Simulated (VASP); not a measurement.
A run of VASP 6.6.1 is set up as follows.

File INCAR:

```
SYSTEM = MoS2
PREC = Accurate
ENCUT = 600
EDIFF = 1E-7
ISMEAR = 0
SIGMA = 0.1
LREAL = .FALSE.
LASPH = .TRUE.
NELM = 100
ALGO = Normal
ISIF = 4
LWAVE = .FALSE.
LCHARG = .FALSE.
GGA = PE
IVDW = 12
IBRION = 2
NSW = 50
EDIFFG = -0.01
```

Contents of KPOINTS:

```
regular mesh
0
G
  15 15 15
  0 0 0
```

File POSCAR:

```
MoS2
1.0
    1.5276580717      0.8819937989      5.7020644317
   -1.5276580717      0.8819937989      5.7020644317
    0.0000000000     -1.7639875979      5.7020644317
Mo S
1 2
Direct
    0.0000000000      0.0000000000      0.0000000000
    0.7598864574      0.7598864574      0.7598864574
    0.2401135426      0.2401135426      0.2401135426
```

Potentials or basis: VASP PAW PBE potentials, release 64 (Mo_sv, S).

Command:

```console
$ cat potpaw_PBE.64/Mo_sv/POTCAR potpaw_PBE.64/S/POTCAR > POTCAR
$ mpirun -np 1 vasp_std > vasp.out
```

(1) Predict the dispersion energy per atom.

(2) Estimate the band gap on the k mesh.

Results:

(1) -0.496 eV.

(2) zero (bands 13 and 14 overlap by 0.52 eV).
